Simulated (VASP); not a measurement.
# Ge (I4_1/amd) in VASP: further runs

Runs on Ge. Level: r2SCAN. Tasks: single point.

All numbers are computed with VASP 6.6.1; they aren't measurements. Logs are shortened: lines on timing, memory, paths and dates and some standing lists are left out, and cuts for length are marked.

## (1) The cell of the first run

The structure is tetragonal, space group I4_1/amd (No. 141). Conventional cell: a = 5.147 Å, b = 5.147 Å, c = 2.818 Å, α = 90.00°, β = 90.00°, γ = 90.00°. Within 3.5 Å of Ge (site symmetry -4m2) lie 10 Ge at 2.67 to 3.33 Å.

## (2) Single point, r2SCAN

The input, POSCAR:

```
Ge
1.0
   -2.5734902213      2.5734902213      1.4090864230
    2.5734902213     -2.5734902213      1.4090864230
    2.5734902213      2.5734902213     -1.4090864230
Ge
2
Direct
    0.2500000000      0.7500000000      0.5000000000
    0.5000000000      0.5000000000      0.0000000000
```

The input, INCAR.step1:

```
PREC     = Accurate       # precision mode
ENCUT    = 520            # plane-wave cutoff, eV
ISMEAR   = 0              # smearing method
SIGMA    = 0.1            # smearing width, eV
LREAL    = F              # projectors in reciprocal space
LASPH    = T              # aspherical terms in the spheres
NELM     = 60             # most SCF steps
NBANDS   = 21             # bands
GGA      = PE             # functional
ALGO     = Normal         # electronic algorithm
EDIFF    = 1E-4           # SCF threshold, eV
LWAVE    = T              # write WAVECAR
LCHARG   = F              # write CHGCAR
```

The input, INCAR.step2:

```
PREC     = Accurate       # precision mode
ENCUT    = 520            # plane-wave cutoff, eV
EDIFF    = 1E-6           # SCF threshold, eV
ISMEAR   = 0              # smearing method
SIGMA    = 0.1            # smearing width, eV
LREAL    = F              # projectors in reciprocal space
LASPH    = T              # aspherical terms in the spheres
NELM     = 60             # most SCF steps
ALGO     = Normal         # electronic algorithm
ISIF     = 2              # what is computed and relaxed
LWAVE    = F              # write WAVECAR
LCHARG   = F              # write CHGCAR
METAGGA  = R2SCAN         # meta-GGA
LMIXTAU  = T            
NBANDS   = 21             # bands
ISTART   = 1
```

The input, KPOINTS:

```
regular mesh
0
Gamma
  16 16 16
```

Potentials or basis: VASP PAW PBE potentials, release 64 (Ge_d).

The run is started by

```bash
cat potpaw_PBE.64/Ge_d/POTCAR > POTCAR
cp INCAR.step1 INCAR
mpirun -np 1 vasp_std > vasp.out
cp INCAR.step2 INCAR
mpirun -np 1 vasp_std > vasp.out
```

OUTCAR:

```text
PREC = Accurate
   ENCUT = 520
   EDIFF = 1E-6
   ISMEAR = 0
   LREAL = F
   LASPH = T
   NELM = 60
   ISIF = 2
   METAGGA = R2SCAN
   ISTART = 1

 ion  position               nearest neighbor table
   1  0.250  0.750  0.500-   2 2.67   2 2.67   2 2.67   2 2.67
   2  0.500  0.500  0.000-   1 2.67   1 2.67   1 2.67   1 2.67

  LATTYP: Found a body centered tetragonal cell.
 ALAT       =     5.1469804426
 C/A-ratio  =     0.5475390625

  Lattice vectors:

 A1 = (  -2.5734902213,   2.5734902213,   1.4090864230)
 A2 = (   2.5734902213,  -2.5734902213,   1.4090864230)
 A3 = (   2.5734902213,   2.5734902213,  -1.4090864230)

Analysis of symmetry for initial positions (statically):
=====================================================================
 Subroutine PRICEL returns:
 Original cell was already a primitive cell.

 Routine SETGRP: Setting up the symmetry group for a
 body centered tetragonal supercell.

 Subroutine GETGRP returns: Found 16 space group operations
 (whereof  8 operations were pure point group operations)
 out of a pool of 16 trial point group operations.

The static configuration has the point symmetry D_2d.
 The point group associated with its full space group is D_4h.

Analysis of symmetry for dynamics (positions and initial velocities):
=====================================================================
 Subroutine PRICEL returns:
 Original cell was already a primitive cell.

 Routine SETGRP: Setting up the symmetry group for a
 body centered tetragonal supercell.

 Subroutine GETGRP returns: Found 16 space group operations
 (whereof  8 operations were pure point group operations)
 out of a pool of 16 trial point group operations.

The dynamic configuration has the point symmetry D_2d.
 The point group associated with its full space group is D_4h.

 Subroutine INISYM returns: Found 16 space group operations
 (whereof  8 operations are pure point group operations),
 and found     1 'primitive' translations

----------------------------------------------------------------------------------------

                                     Primitive cell

  volume of cell :      37.3287

  direct lattice vectors                    reciprocal lattice vectors
    -2.573490221  2.573490221  1.409086423     0.000000000  0.194288673  0.354839839
     2.573490221 -2.573490221  1.409086423     0.194288673  0.000000000  0.354839839
     2.573490221  2.573490221 -1.409086423     0.194288673  0.194288673  0.000000000

  length of vectors
     3.902720639  3.902720639  3.902720639     0.404548390  0.404548390  0.274765676

  position of ions in fractional coordinates (direct lattice)
     0.250000000  0.750000000  0.500000000
     0.500000000  0.500000000  0.000000000

  ion indices of the primitive-cell ions
   primitive index   ion index
                 1           1
                 2           2

----------------------------------------------------------------------------------------

 KPOINTS: regular mesh

Automatic generation of k-mesh.
 Grid dimensions read from file:
 generate k-points for:   16   16   16

 Generating k-lattice:

  Cartesian coordinates                     Fractional coordinates (reciprocal lattice)
     0.000000000  0.012143042  0.022177490     0.062500000  0.000000000  0.000000000
     0.012143042  0.000000000  0.022177490     0.000000000  0.062500000  0.000000000
     0.012143042  0.012143042  0.000000000     0.000000000  0.000000000  0.062500000

  Length of vectors
     0.025284274  0.025284274  0.017172855

  Shift w.r.t. Gamma in fractional coordinates (k-lattice)
     0.000000000  0.000000000  0.000000000

 Subroutine IBZKPT returns following result:
 ===========================================

 Found    349 irreducible k-points:

 Following reciprocal coordinates:
            Coordinates               Weight
  0.000000  0.000000  0.000000      1.000000
  0.062500  0.000000  0.000000      8.000000
  0.125000  0.000000  0.000000      8.000000
  0.187500  0.000000  0.000000      8.000000
  0.250000  0.000000  0.000000      8.000000
  0.312500  0.000000  0.000000      8.000000
[... 16 lines left out ...]
 -0.125000  0.062500  0.000000     16.000000
 -0.062500  0.062500  0.000000      4.000000
 [... further k-points ...]
   k-points           NKPTS =    349   k-points in BZ     NKDIM =    349   number of bands    NBANDS=     21
   number of dos      NEDOS =    301   number of ions     NIONS =      2
   total plane-waves  NPLWV =  27000
   dimension x,y,z NGX =    30 NGY =   30 NGZ =   30
   dimension x,y,z NGXF=    60 NGYF=   60 NGZF=   60
   ions per type =               2
   NGX,Y,Z   is equivalent  to a cutoff of  12.78, 12.78, 12.78 a.u.
   NGXF,Y,Z  is equivalent  to a cutoff of  25.56, 25.56, 25.56 a.u.
 SYSTEM =  unknown system
   PREC   = accura    normal or accurate (medium, high low for compatibility)
   ISTART =      1    job   : 0-new  1-cont  2-samecut
   ICHARG =      0    charge: 1-file 2-atom 10-const
   ISPIN  =      1    spin polarized calculation?
   LNONCOLLINEAR =      F non collinear calculations
   LSORBIT =      F    spin-orbit coupling
   LASPH  =      T    aspherical Exc in radial PAW
   ENCUT  =  520.0 eV  38.22 Ry    6.18 a.u.   7.26  7.26  7.26*2*pi/ulx,y,z
   NELM   =     60;   NELMIN=  2; NELMDL=  0     # of ELM steps
   EDIFF  = 0.1E-05   stopping-criterion for ELM
   LREAL  =      F    real-space projection
   EDIFFG = 0.1E-04   stopping-criterion for IOM
   NSW    =      0    number of steps for IOM
   IBRION =     -1    ionic relax: 0-MD 1-quasi-New 2-CG
   NFREE  =      0    steps in history (QN), initial steepest desc. (CG)
   ISIF   =      2    stress and relaxation
   ISYM   =      2    0-nonsym 1-usesym 2-fastsym
   POTIM  = 0.5000    time-step for ionic-motion
   TEBEG  =    0.0;   TEEND  =   0.0 temperature during run
   PSTRESS=    0.0 pullay stress
   NELECT =      28.0000    total number of electrons
   NUPDOWN=      -1.0000    fix difference up-down
   EMIN   =  10.00;   EMAX   =-10.00  energy-range for DOS
   EFERMI =   0.00;   METHOD = LEGACY
   ISMEAR =     0;   SIGMA  =   0.10  broadening in eV -4-tet -1-fermi 0-gaus
   EFERMI_NEDOS =   21; number of points for ismear=-14 and -15
   IALGO  =     38    algorithm
   IMIX   =      4    mixing-type and parameters
     AMIX     =   0.40;   BMIX     =  1.00
     AMIX_MAG =   1.60;   BMIX_MAG =  1.00
  volume/ion in A,a.u.               =      18.66       125.95
  Fermi-wavevector in a.u.,A,eV,Ry     =   1.487465  2.810900 30.103580  2.212551
  Thomas-Fermi vector in A             =   2.600622
   LORBIT       =      0    0 simple, 1 ext, 2 COOP (PROOUT), +10 PAW based schemes
   METAGGA = R2SCAN    functional components
   LHFCALC =     F    Hartree Fock is set to
   AEXX    =    0.0000 exact exchange contribution
   IVDW    =     0    specifies the selected vdW correction
   LEPSILON=     F    determine dielectric tensor
   LRPA    =     F    only Hartree local field effects (RPA)
 non-spin polarized calculation
 Gauss-broadening in eV      SIGMA  =   0.10
  energy-cutoff  :      520.00
  volume of cell :       37.33
 maximum number of plane-waves:      1029
 NGX is ok and might be reduce to    30
   NGX = 15   NGY = 15   NGZ = 15

 number of electron      28.0000026 magnetization

 Free energy of the ion-electron system (eV)
  ---------------------------------------------------
  ext. energy  EPLUGINS =         0.00000000
  ---------------------------------------------------
  free energy    TOTEN  =       -27.03027651 eV

  energy without entropy =      -27.02705667  energy(sigma->0) =      -27.02866659

 E-fermi :   6.6280     XC(G=0): -12.3345

 val. band max:        6.6086174382   @ k =  -0.1875  -0.1875   0.0625
 cond. band min:       6.6314544139   @ k =   0.4375   0.3750   0.0000
 fundamental gap:      0.0228369757
 Fermi energy:         6.6279698597

 k-point     1 :       0.0000    0.0000    0.0000
  band No.  band energies     occupation
      1     -18.8861      2.00000
      2     -18.8349      2.00000
      3     -18.8040      2.00000
      4     -18.8026      2.00000
      5     -18.6959      2.00000
      6     -18.6959      2.00000
[... 13 lines left out ...]
     20      18.7947      0.00000
     21      19.6999      0.00000

 k-point     2 :       0.0625    0.0000    0.0000
  band No.  band energies     occupation
      1     -18.8846      2.00000
      2     -18.8298      2.00000
      3     -18.8019      2.00000
      4     -18.7961      2.00000
      5     -18.7005      2.00000
      6     -18.7000      2.00000
[... 13 lines left out ...]
     20      18.8027      0.00000
     21      20.0048      0.00000

 k-point     3 :       0.1250    0.0000    0.0000
  band No.  band energies     occupation
      1     -18.8798      2.00000
      2     -18.8155      2.00000
      3     -18.7959      2.00000
      4     -18.7793      2.00000
      5     -18.7105      2.00000
      6     -18.7063      2.00000
[... 13 lines left out ...]
     20      18.0413      0.00000
     21      18.6413      0.00000

 k-point     4 :       0.1875    0.0000    0.0000
  band No.  band energies     occupation
      1     -18.8721      2.00000
      2     -18.7964      2.00000
      3     -18.7871      2.00000
      4     -18.7599      2.00000
      5     -18.7231      2.00000
      6     -18.7074      2.00000
[... 13 lines left out ...]
     20      16.8991      0.00000
     21      17.9572      0.00000

 k-point     5 :       0.2500    0.0000    0.0000
  band No.  band energies     occupation
      1     -18.8628      2.00000
      2     -18.7800      2.00000
      3     -18.7776      2.00000
      4     -18.7513      2.00000
      5     -18.7353      2.00000
      6     -18.7057      2.00000
[... 13 lines left out ...]
     20      15.9859      0.00000
     21      18.0750      0.00000

 k-point     6 :       0.3125    0.0000    0.0000
  band No.  band energies     occupation
      1     -18.8538      2.00000
      2     -18.7729      2.00000
      3     -18.7714      2.00000
      4     -18.7581      2.00000
      5     -18.7411      2.00000
      6     -18.7142      2.00000
[... 13 lines left out ...]
     20      15.3665      0.00000
     21      18.6722      0.00000

 k-point     7 :       0.3750    0.0000    0.0000
  band No.  band energies     occupation
      1     -18.8463      2.00000
      2     -18.7769      2.00000
      3     -18.7752      2.00000
      4     -18.7635      2.00000
      5     -18.7366      2.00000
      6     -18.7217      2.00000
[... 13 lines left out ...]
     20      16.4545      0.00000
     21      19.5099      0.00000
[... 291 lines left out ...]
      1     -18.8558      2.00000
      2     -18.7837      2.00000
      3     -18.7719      2.00000
      4     -18.7613      2.00000
      5     -18.7312      2.00000
      6     -18.7092      2.00000
[... 13 lines left out ...]
     20      16.5037      0.00000
     21      17.9039      0.00000

 k-point    21 :      -0.2500    0.0625    0.0000
  band No.  band energies     occupation
      1     -18.8653      2.00000
      2     -18.7993      2.00000
      3     -18.7810      2.00000
      4     -18.7680      2.00000
      5     -18.7211      2.00000
      6     -18.7032      2.00000
[... 13 lines left out ...]
     20      17.2700      0.00000
     21      17.8937      0.00000

 k-point    22 :      -0.1875    0.0625    0.0000
  band No.  band energies     occupation
      1     -18.8740      2.00000
      2     -18.8173      2.00000
      3     -18.7906      2.00000
      4     -18.7844      2.00000
      5     -18.7099      2.00000
      6     -18.7016      2.00000
[... 13 lines left out ...]
     20      18.2098      0.00000
     21      18.7177      0.00000

 k-point    23 :      -0.1250    0.0625    0.0000
  band No.  band energies     occupation
      1     -18.8804      2.00000
      2     -18.8308      2.00000
      3     -18.7992      2.00000
      4     -18.7979      2.00000
      5     -18.7012      2.00000
      6     -18.6973      2.00000
[... 13 lines left out ...]
     20      19.0631      0.00000
     21      19.8215      0.00000

 k-point    24 :      -0.0625    0.0625    0.0000
  band No.  band energies     occupation
      1     -18.8839      2.00000
      2     -18.8354      2.00000
      3     -18.8040      2.00000
      4     -18.8020      2.00000
      5     -18.6969      2.00000
      6     -18.6947      2.00000
[... 13 lines left out ...]
     20      19.0923      0.00000
     21      19.6286      0.00000

 [... further k-points ...]

------------------------ aborting loop because EDIFF is reached ----------------------------------------

  FORCE on cell =-STRESS in cart. coord.  units (eV):
  Direction    XX          YY          ZZ          XY          YZ          ZX
  --------------------------------------------------------------------------------------
  -------------------------------------------------------------------------------------
  Total       -0.0503281     -0.0503281     -0.0529711      0.0000000      0.0000000      0.0000000
  in kB       -2.1601249     -2.1601249     -2.2735634      0.0000000      0.0000000      0.0000000
  external PRESSURE =      -2.1979377 kB  Pullay stress =       0.0000000 kB

 VOLUME and BASIS-vectors are now :
 -----------------------------------------------------------------------------
  energy-cutoff  :      520.00
  volume of cell :       37.33
      direct lattice vectors                 reciprocal lattice vectors
    -2.573490221  2.573490221  1.409086423     0.000000000  0.194288673  0.354839839
     2.573490221 -2.573490221  1.409086423     0.194288673  0.000000000  0.354839839
     2.573490221  2.573490221 -1.409086423     0.194288673  0.194288673  0.000000000

 POSITION                                       TOTAL-FORCE (eV/Angst)
 -----------------------------------------------------------------------------------
      2.57349      0.00000      0.70454        -0.000000     -0.000000     -0.000000
      0.00000      0.00000      1.40909         0.000000      0.000000      0.000000
 -----------------------------------------------------------------------------------
    total drift:                                0.000000     -0.000000      0.000000

  FREE ENERGIE OF THE ION-ELECTRON SYSTEM (eV)
  ---------------------------------------------------
  free  energy   TOTEN  =       -27.0302765113 eV

  energy  without entropy=      -27.0270566704  energy(sigma->0) =      -27.02866659
```

Wall time 29 min (1 thread of Intel Xeon 8259CL, shared host); peak memory 0.34 GiB.

Results:

| Item | Value |
| --- | --- |
| Free energy | -27.0303 eV |
| Pressure | -0.2 GPa |
| Band gap on the k mesh | zero (bands 14 and 15 overlap by 5.54 eV) |

Caveat: the PAW data sets were made with another functional, which shifts forces and pressure a little.

(Part 1 of 2 ends here.)

The gap in the log of VASP goes by the Fermi energy; the results here count the filled bands.